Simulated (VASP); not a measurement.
Wanted: the native input for a VASP 6.6.1 run.

| Quantity | Value |
| --- | --- |
| Task | single point |
| Functional | PBE |
| Potentials or basis | VASP PAW PBE potentials, release 64 (Na_pv, F) |
| Cutoff | 600 eV |
| k mesh | 6 × 6 × 6 |
| Occupations | gaussian, width 0.1 eV |
| Spin | no spin polarisation |
| Dipole correction | no |
| Further INCAR settings | ALGO = Normal; EDIFF = 1e-06; NBANDS = 14 |

The structure of NaF lies in POSCAR:

```
NaF
1.0
    0.0000000000      2.2858943900      2.2858943900
    2.2858943900      0.0000000000      2.2858943900
    2.2858943900      2.2858943900      0.0000000000
Na F
1 1
Direct
    0.0000000000      0.0000000000      0.0000000000
    0.5000000000      0.5000000000      0.5000000000
```

One way to write it, as run:

INCAR

```
SYSTEM = NaF
PREC = Accurate ; ENCUT = 600
EDIFF = 1E-6 ; ISMEAR = 0
SIGMA = 0.1 ; LREAL = .FALSE.
LASPH = .TRUE. ; NELM = 120
ALGO = Normal ; ISIF = 2
LWAVE = .FALSE. ; LCHARG = .FALSE.
GGA = PE ; NBANDS = 14
GGA_COMPAT = .FALSE.
```

KPOINTS

```
regular mesh
0
G
  6 6 6
  0 0 0
```

Potentials or basis: VASP PAW PBE potentials, release 64 (Na_pv, F).

Run with:

```sh
$ cat potpaw_PBE.64/Na_pv/POTCAR potpaw_PBE.64/F/POTCAR > POTCAR
$ mpirun -np 1 vasp_std > vasp.out
```

It gave:

| Quantity | Value |
| --- | --- |
| Pressure | 4.3 GPa |
| Band gap on the k mesh | 6.53 eV |

Caveat: the cell stands under pressure.

Wall time 11 s on 1 thread of Intel Xeon 8259CL (shared host), peak memory 0.15 GiB.
